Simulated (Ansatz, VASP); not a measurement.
SrTiO3: VASP beside Ansatz

```
Sr Ti O
1.0
     3.90500   -0.01953   -0.01953
    -0.01953    3.90500   -0.01953
    -0.01953   -0.01953    3.90500
Sr Ti O
1 1 3
Direct
  0.00000 0.00000 0.00000
  0.50000 0.50000 0.50000
  0.00000 0.50000 0.50000
  0.50000 0.00000 0.50000
  0.50000 0.50000 0.00000
```

Change from the starting cell: equal xy, yz and zx shear strains of -1 %.

Alike in both runs: task single point; functional PBEsol; k mesh 7 × 7 × 7; occupations fermi-dirac, width 0.05 eV; no spin polarisation.

```csv
,VASP,Ansatz
version,VASP 6.6.1,Ansatz 0.2.0
potentials or method,"VASP PAW PBE potentials, release 64 (Sr_sv, Ti_sv, O), cutoff 520 eV","all-electron LAPW, scalar-relativistic"
```

VASP gave:

| Property | Result |
| --- | --- |
| gap on the k mesh at the Fermi level (eV) | 1.82 |
| pressure (GPa) | -1.3 |
| traceless stress, the component that is largest in VASP (GPa) | 1.13 |

Q: What did Ansatz give for the same quantities?

A: gap on the k mesh at the Fermi level (eV): 1.85; pressure (GPa): -1.9; traceless stress, the component that is largest in VASP (GPa): 1.13.

VASP's potentials were made for PBE, not for PBEsol. Ansatz ran all-electron here, and VASP with PAW potentials.
